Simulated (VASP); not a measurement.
Set up this calculation in VASP 6.6.1, as the native input.

* Task: single point
* Functional: PBE
* Potentials or basis: VASP PAW PBE potentials, release 64 (Zn, In_d, Ga_d, O)
* Cutoff: 520 eV
* k mesh: 12 × 12 × 12
* Occupations: gaussian, width 0.05 eV
* Spin: no spin polarisation
* Dipole correction: no
* Further INCAR settings: ALGO = Normal; EDIFF = 1e-07; NBANDS = 40

The structure of ZnInGaO4 lies in POSCAR:

```
ZnInGaO4
1.0
    1.6803268679      0.9701371695      8.7134054620
   -1.6803268679      0.9701371695      8.7134054620
    0.0000000000     -1.9402743390      8.7134054620
Zn In Ga O
1 1 1 4
Direct
    0.2183820000      0.2183820000      0.2183820000
    0.0085062846      0.0085062846      0.0085062846
    0.7870340000      0.7870340000      0.7870340000
    0.2951430000      0.2951430000      0.2951430000
    0.7113580000      0.7113580000      0.7113580000
    0.1217170000      0.1217170000      0.1217170000
    0.8635990000      0.8635990000      0.8635990000
```

This cell differs from its parent crystal: atom 2 (In) moved +0.150 Å along Cartesian [0 0 1].

These files were run (other wordings do the same):

INCAR

```
SYSTEM = ZnInGaO4
PREC     = Accurate       ! precision mode
ENCUT    = 520            ! plane-wave cutoff, eV
EDIFF    = 1E-7           ! SCF threshold, eV
ISMEAR   = 0              ! smearing method
SIGMA    = 0.05           ! smearing width, eV
LREAL    = .FALSE.        ! projectors in reciprocal space
LASPH    = .TRUE.         ! aspherical terms in the spheres
NELM     = 60             ! most SCF steps
ALGO     = Normal         ! electronic algorithm
ISIF     = 2              ! what is computed and relaxed
LWAVE    = .FALSE.        ! write WAVECAR
LCHARG   = .FALSE.        ! write CHGCAR
GGA      = PE             ! functional
NBANDS   = 40             ! bands
```

KPOINTS

```
Automatic mesh
0
G
  12 12 12
  0 0 0
```

Potentials or basis: VASP PAW PBE potentials, release 64 (Zn, In_d, Ga_d, O).

Run with:

```bash
$ cat potpaw_PBE.64/Zn/POTCAR potpaw_PBE.64/In_d/POTCAR potpaw_PBE.64/Ga_d/POTCAR potpaw_PBE.64/O/POTCAR > POTCAR
$ mpirun -np 1 vasp_std > vasp.out
```

Results of the run:

| Item | Value |
| --- | --- |
| Pressure | 0.7 GPa |
| Largest force | 2.368 eV/Å |
| Band gap on the k mesh | 0.90 eV |

Caveat: the cell differs from its parent crystal (atom 2 (In) moved +0.150 Å along Cartesian [0 0 1]); spin-orbit coupling is left out, which moves the levels of the heavy elements; forces of over 1 eV/Å act on the atoms, so gaps and moduli don't describe the material at rest.

Wall time 97 min on 1 thread of Intel Xeon 8259CL (shared host), peak memory 1.2 GiB.
